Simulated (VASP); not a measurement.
# MgO (Cc) in VASP: single point with PBEsol

Aim: the single point of MgO with PBEsol.

Program: VASP 6.6.1. These are calculated values, not measurements. Logs are shortened: lines on timing, memory, paths and dates and some standing lists are left out, and cuts for length are marked.

## Step 1: The cell of the first run

The structure is monoclinic, space group Cc (No. 9). Conventional cell: a = 5.722 Å, b = 3.303 Å, c = 10.039 Å, α = 90.00°, β = 90.00°, γ = 90.00°. Within 2.6 Å of Mg (site symmetry 1) lie 4 O at 1.96 to 2.00 Å. Within 2.6 Å of Mg (site symmetry 1) lie 4 O at 1.97 to 2.04 Å. Within 2.6 Å of O (site symmetry 1) lie 4 Mg at 1.97 to 2.00 Å. Within 2.6 Å of O (site symmetry 1) lie 4 Mg at 1.96 to 2.04 Å.

## Step 2: Single point, PBEsol (atoms displaced along a vibrational mode)

INCAR reads:

```
SYSTEM = MgO
ALGO = Normal
EDIFF = 1E-6
ENCUT = 600
GGA = PS
GGA_COMPAT = .FALSE.
ISIF = 2
ISMEAR = 0
LASPH = .TRUE.
LCHARG = .FALSE.
LREAL = .FALSE.
LWAVE = .FALSE.
NBANDS = 26
NELM = 120
PREC = Accurate
SIGMA = 0.05
```

KPOINTS reads:

```
k-points
0
G
  9 9 4
  0 0 0
```

POSCAR reads:

```
MgO
1.0
    3.3034678071      0.0000000000      0.0000000000
   -1.6517339036      2.8608870415      0.0000000000
    0.0000000000      0.0000000000     10.0387760228
Mg O
4 4
Direct
    0.2509956156      0.6666666667      0.0018291710
    0.4156710511      0.6666666667      0.5018291710
    0.6196146229      0.3333333333      0.2518291710
    0.7137187104      0.3333333333      0.7518291710
    0.2836549019      0.6666666667      0.2004708290
    0.3830117647      0.6666666667      0.7004708290
    0.7437872471      0.3333333333      0.4504708290
    0.5895460863      0.3333333333      0.9504708290
```

Potentials or basis: VASP PAW PBE potentials, release 64 (Mg, O).

Launch:

```bash
> cat potpaw_PBE.64/Mg/POTCAR potpaw_PBE.64/O/POTCAR > POTCAR
> mpirun -np 1 vasp_std > vasp.out
```

OUTCAR:

```text
SYSTEM = MgO
   EDIFF = 1E-6
   ENCUT = 600
   GGA = PS
   ISIF = 2
   ISMEAR = 0
   LASPH = .TRUE.
   LREAL = .FALSE.
   NELM = 120
   PREC = Accurate

 ion  position               nearest neighbor table
   1  0.251  0.667  0.002-   8 1.96   8 1.98   8 1.99   5 2.00   4 2.95   3 3.09   3 3.15   4 3.18
                             3 3.21   4 3.40
   2  0.416  0.667  0.502-   7 1.96   7 1.98   7 1.99   6 2.00   3 2.95   4 3.09   4 3.15   3 3.18
                             4 3.21   3 3.40
   3  0.620  0.333  0.252-   5 1.97   5 1.98   5 1.98   7 2.04   2 2.95   1 3.09   1 3.15   2 3.18
                             1 3.21   2 3.40
   4  0.714  0.333  0.752-   6 1.97   6 1.98   6 1.98   8 2.04   1 2.95   2 3.09   2 3.15   1 3.18
                             2 3.21   1 3.40
   5  0.284  0.667  0.200-   3 1.97   3 1.98   3 1.98   1 2.00
   6  0.383  0.667  0.700-   4 1.97   4 1.98   4 1.98   2 2.00
   7  0.744  0.333  0.450-   2 1.96   2 1.98   2 1.99   3 2.04
   8  0.590  0.333  0.950-   1 1.96   1 1.98   1 1.99   4 2.04

  LATTYP: Found a hexagonal cell.
 ALAT       =     3.3034678071
 C/A-ratio  =     3.0388599523

  Lattice vectors:

 A1 = (   3.3034678071,   0.0000000000,   0.0000000000)
 A2 = (  -1.6517339036,   2.8608870415,   0.0000000000)
 A3 = (   0.0000000000,   0.0000000000,  10.0387760228)

Analysis of symmetry for initial positions (statically):
=====================================================================
 Subroutine PRICEL returns:
 Original cell was already a primitive cell.

 Routine SETGRP: Setting up the symmetry group for a
 hexagonal supercell.

 Subroutine GETGRP returns: Found  2 space group operations
 (whereof  1 operations were pure point group operations)
 out of a pool of 24 trial point group operations.

The static configuration has the point symmetry C_1 .
 The point group associated with its full space group is C_1h.

Analysis of symmetry for dynamics (positions and initial velocities):
=====================================================================
 Subroutine PRICEL returns:
 Original cell was already a primitive cell.

 Routine SETGRP: Setting up the symmetry group for a
 hexagonal supercell.

 Subroutine GETGRP returns: Found  2 space group operations
 (whereof  1 operations were pure point group operations)
 out of a pool of 24 trial point group operations.

The dynamic configuration has the point symmetry C_1 .
 The point group associated with its full space group is C_1h.

 Subroutine INISYM returns: Found  2 space group operations
 (whereof  1 operations are pure point group operations),
 and found     1 'primitive' translations

----------------------------------------------------------------------------------------

                                     Primitive cell

  volume of cell :      94.8749

  direct lattice vectors                    reciprocal lattice vectors
     3.303467807  0.000000000  0.000000000     0.302712198  0.174770969  0.000000000
    -1.651733904  2.860887041  0.000000000     0.000000000  0.349541938  0.000000000
     0.000000000  0.000000000 10.038776023     0.000000000  0.000000000  0.099613738

  length of vectors
     3.303467807  3.303467807 10.038776023     0.349541938  0.349541938  0.099613738

  position of ions in fractional coordinates (direct lattice)
     0.250995616  0.666666667  0.001829171
     0.415671051  0.666666667  0.501829171
     0.619614623  0.333333333  0.251829171
     0.713718710  0.333333333  0.751829171
     0.283654902  0.666666667  0.200470829
     0.383011765  0.666666667  0.700470829
     0.743787247  0.333333333  0.450470829
     0.589546086  0.333333333  0.950470829

  ion indices of the primitive-cell ions
   primitive index   ion index
                 1           1
                 2           2
                 3           3
                 4           4
                 5           5
                 6           6
                 7           7
                 8           8

----------------------------------------------------------------------------------------

 KPOINTS: k-points

Automatic generation of k-mesh.
 Grid dimensions read from file:
 generate k-points for:    9    9    4

 Generating k-lattice:

  Cartesian coordinates                     Fractional coordinates (reciprocal lattice)
     0.033634689  0.019418997  0.000000000     0.111111111 -0.000000000  0.000000000
     0.000000000  0.038837993  0.000000000     0.000000000  0.111111111  0.000000000
     0.000000000  0.000000000  0.024903434     0.000000000  0.000000000  0.250000000

  Length of vectors
     0.038837993  0.038837993  0.024903434

  Shift w.r.t. Gamma in fractional coordinates (k-lattice)
     0.000000000  0.000000000  0.000000000

 Subroutine IBZKPT returns following result:
 ===========================================

 Found     95 irreducible k-points:

 Following reciprocal coordinates:
            Coordinates               Weight
  0.000000  0.000000  0.000000      1.000000
  0.111111 -0.000000  0.000000      4.000000
  0.000000  0.111111  0.000000      2.000000
  0.222222  0.000000  0.000000      4.000000
  0.000000  0.222222  0.000000      2.000000
  0.333333  0.000000  0.000000      4.000000
[... 16 lines left out ...]
 -0.222222 -0.444444  0.000000      4.000000
  0.444444  0.333333  0.000000      4.000000
 [... further k-points ...]
   k-points           NKPTS =     95   k-points in BZ     NKDIM =     95   number of bands    NBANDS=     26
   number of dos      NEDOS =    301   number of ions     NIONS =      8
   total plane-waves  NPLWV =  62720
   dimension x,y,z NGX =    28 NGY =   28 NGZ =   80
   dimension x,y,z NGXF=    56 NGYF=   56 NGZF=  160
   ions per type =               4   4
   NGX,Y,Z   is equivalent  to a cutoff of  14.09, 14.09, 13.25 a.u.
   NGXF,Y,Z  is equivalent  to a cutoff of  28.18, 28.18, 26.50 a.u.
 SYSTEM =  MgO
   PREC   = accura    normal or accurate (medium, high low for compatibility)
   ISTART =      0    job   : 0-new  1-cont  2-samecut
   ICHARG =      2    charge: 1-file 2-atom 10-const
   ISPIN  =      1    spin polarized calculation?
   LNONCOLLINEAR =      F non collinear calculations
   LSORBIT =      F    spin-orbit coupling
   LASPH  =      T    aspherical Exc in radial PAW
   ENCUT  =  600.0 eV  44.10 Ry    6.64 a.u.   6.60  6.60 20.05*2*pi/ulx,y,z
   NELM   =    120;   NELMIN=  2; NELMDL= -5     # of ELM steps
   EDIFF  = 0.1E-05   stopping-criterion for ELM
   LREAL  =      F    real-space projection
   EDIFFG = 0.1E-04   stopping-criterion for IOM
   NSW    =      0    number of steps for IOM
   IBRION =     -1    ionic relax: 0-MD 1-quasi-New 2-CG
   NFREE  =      0    steps in history (QN), initial steepest desc. (CG)
   ISIF   =      2    stress and relaxation
   ISYM   =      2    0-nonsym 1-usesym 2-fastsym
   POTIM  = 0.5000    time-step for ionic-motion
   TEBEG  =    0.0;   TEEND  =   0.0 temperature during run
   PSTRESS=    0.0 pullay stress
   NELECT =      32.0000    total number of electrons
   NUPDOWN=      -1.0000    fix difference up-down
   EMIN   =  10.00;   EMAX   =-10.00  energy-range for DOS
   EFERMI =   0.00;   METHOD = LEGACY
   ISMEAR =     0;   SIGMA  =   0.05  broadening in eV -4-tet -1-fermi 0-gaus
   EFERMI_NEDOS =   21; number of points for ismear=-14 and -15
   IALGO  =     38    algorithm
   IMIX   =      4    mixing-type and parameters
     AMIX     =   0.40;   BMIX     =  1.00
     AMIX_MAG =   1.60;   BMIX_MAG =  1.00
  volume/ion in A,a.u.               =      11.86        80.03
  Fermi-wavevector in a.u.,A,eV,Ry     =   1.139570  2.153475 17.668792  1.298620
  Thomas-Fermi vector in A             =   2.276273
   LORBIT       =      0    0 simple, 1 ext, 2 COOP (PROOUT), +10 PAW based schemes
   GGA     = PS    functional components
   LHFCALC =     F    Hartree Fock is set to
   AEXX    =    0.0000 exact exchange contribution
   IVDW    =     0    specifies the selected vdW correction
   LEPSILON=     F    determine dielectric tensor
   LRPA    =     F    only Hartree local field effects (RPA)
 non-spin polarized calculation
 Gauss-broadening in eV      SIGMA  =   0.05
  energy-cutoff  :      600.00
  volume of cell :       94.87
 maximum number of plane-waves:      3244
   NGX = 13   NGY = 13   NGZ = 41

 number of electron      31.9999998 magnetization

 Free energy of the ion-electron system (eV)
  ---------------------------------------------------
  ext. energy  EPLUGINS =         0.00000000
  ---------------------------------------------------
  free energy    TOTEN  =       -48.84645527 eV

  energy without entropy =      -48.84645527  energy(sigma->0) =      -48.84645527

 E-fermi :   1.3790     XC(G=0):  -9.9667

 val. band max:        1.1158092494   @ k =   0.0000   0.0000   0.0000
 cond. band min:       4.2705726595   @ k =   0.0000   0.0000   0.0000
 fundamental gap:      3.1547634101
 Fermi energy:         1.3789944397

 k-point     1 :       0.0000    0.0000    0.0000
  band No.  band energies     occupation
      1     -15.1503      2.00000
      2     -14.7630      2.00000
      3     -14.7492      2.00000
      4     -14.3266      2.00000
      5      -2.3058      2.00000
      6      -1.0503      2.00000
[... 18 lines left out ...]
     25      14.9660      0.00000
     26      15.3246      0.00000

 k-point     2 :       0.1111   -0.0000    0.0000
  band No.  band energies     occupation
      1     -15.0878      2.00000
      2     -14.7187      2.00000
      3     -14.7039      2.00000
      4     -14.3046      2.00000
      5      -2.1851      2.00000
      6      -1.1412      2.00000
[... 18 lines left out ...]
     25      14.9324      0.00000
[... 608 lines left out ...]
     25      13.3003      0.00000
     26      13.6453      0.00000

 k-point    24 :       0.4444    0.3333    0.0000
  band No.  band energies     occupation
      1     -14.4476      2.00000
      2     -14.3546      2.00000
      3     -14.3062      2.00000
      4     -14.2196      2.00000
      5      -1.9455      2.00000
      6      -1.8712      2.00000
[... 18 lines left out ...]
     25      13.1912      0.00000
     26      13.7296      0.00000

 [... further k-points ...]

------------------------ aborting loop because EDIFF is reached ----------------------------------------

  FORCE on cell =-STRESS in cart. coord.  units (eV):
  Direction    XX          YY          ZZ          XY          YZ          ZX
  --------------------------------------------------------------------------------------
  -------------------------------------------------------------------------------------
  Total       -1.2384317     -0.3348139      0.0637097      0.0000000      0.0083303     -0.0000000
  in kB      -20.9137111     -5.6540866      1.0758822      0.0000000      0.1406764     -0.0000000
  external PRESSURE =      -8.4973052 kB  Pullay stress =       0.0000000 kB

 VOLUME and BASIS-vectors are now :
 -----------------------------------------------------------------------------
  energy-cutoff  :      600.00
  volume of cell :       94.87
      direct lattice vectors                 reciprocal lattice vectors
     3.303467807  0.000000000  0.000000000     0.302712198  0.174770969  0.000000000
    -1.651733904  2.860887041  0.000000000     0.000000000  0.349541938  0.000000000
     0.000000000  0.000000000 10.038776023     0.000000000  0.000000000  0.099613738

 POSITION                                       TOTAL-FORCE (eV/Angst)
 -----------------------------------------------------------------------------------
     -0.27200      1.90726      0.01836         0.443130      0.078613      0.184748
      0.27200      1.90726      5.03775        -0.443130      0.078613      0.184748
      1.49630      0.95363      2.52806         0.261405     -0.082867      0.072762
      1.80717      0.95363      7.54744        -0.261405     -0.082867      0.072762
     -0.16411      1.90726      2.01248         0.166529      0.061362     -0.087290
      0.16411      1.90726      7.03187        -0.166529      0.061362     -0.087290
      1.90650      0.95363      4.52218        -0.283358     -0.057107     -0.170219
      1.39697      0.95363      9.54156         0.283358     -0.057107     -0.170219
 -----------------------------------------------------------------------------------
    total drift:                               -0.000000      0.000067      0.001174

  FREE ENERGIE OF THE ION-ELECTRON SYSTEM (eV)
  ---------------------------------------------------
  free  energy   TOTEN  =       -48.8464552673 eV

  energy  without entropy=      -48.8464552673  energy(sigma->0) =      -48.84645527
```

Wall time 2.5 min (1 thread of Intel Xeon Platinum 8488C (Sapphire Rapids), shared host); peak memory 0.39 GiB.

What came out:

| Property | Result |
| --- | --- |
| Free energy | -48.8465 eV |
| Pressure | -0.8 GPa |
| Largest force | 0.486 eV/Å |
| Band gap on the k mesh | 3.15 eV |

Forces in eV/Å, atoms in the order of the input:
```
Mg   0.443  0.079  0.185
Mg  -0.443  0.079  0.185
Mg   0.261 -0.083  0.073
Mg  -0.261 -0.083  0.073
O    0.167  0.061 -0.087
O   -0.167  0.061 -0.087
O   -0.283 -0.057 -0.170
O    0.283 -0.057 -0.170
```

Caveat: the cell differs from its parent crystal (atoms displaced along a vibrational mode); the PAW data sets were made with another functional, which shifts forces and pressure a little.
